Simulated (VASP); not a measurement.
Write the native input for VASP 6.6.1 that does the following.

```yaml
Task: single point
Functional: LDA
Potentials_or_basis: VASP PAW LDA potentials, release 64 (Hg, Te)
Cutoff: 520 eV
k_mesh: 11 × 11 × 11
Occupations: fermi-dirac, width 0.03 eV
Spin: no spin polarisation
Dipole_correction: no
Further_INCAR_settings: ALGO = Normal; EDIFF = 1e-06; NBANDS = 16
```

The structure of HgTe lies in POSCAR:

```
HgTe
1.0
    0.0000000000      3.2235000000      3.2235000000
    3.2235000000      0.0000000000      3.2235000000
    3.2235000000      3.2235000000      0.0000000000
Hg Te
1 1
Direct
    0.0000000000      0.0000000000      0.0000000000
    0.7500000000      0.7500000000      0.7500000000
```

One way to write it, as run:

INCAR

```
ALGO     = Normal         # electronic algorithm
EDIFF    = 1E-6           # SCF threshold, eV
ENCUT    = 520            # plane-wave cutoff, eV
GGA      = CA             # functional
ISIF     = 2              # what is computed and relaxed
ISMEAR   = -1             # smearing method
LASPH    = True           # aspherical terms in the spheres
LCHARG   = False          # write CHGCAR
LREAL    = False          # projectors in reciprocal space
LWAVE    = False          # write WAVECAR
NBANDS   = 16             # bands
NELM     = 100            # most SCF steps
PREC     = Accurate       # precision mode
SIGMA    = 0.03           # smearing width, eV
```

KPOINTS

```
k-points
0
Gamma
  11 11 11
```

Potentials or basis: VASP PAW LDA potentials, release 64 (Hg, Te).

Run with:

```bash
$ cat potpaw_LDA.64/Hg/POTCAR potpaw_LDA.64/Te/POTCAR > POTCAR
$ mpirun -np 1 vasp_std > vasp.out
```

It gave:

```yaml
Pressure: 0.0 GPa
Band_gap_on_the_k_mesh: zero (filled and empty bands touch)
```

Caveat: spin-orbit coupling is left out, which moves the levels of the heavy elements.

It took 92 s on 1 thread of AMD EPYC 7R13 Processor (Zen 3) (shared host), peak memory 0.17 GiB.
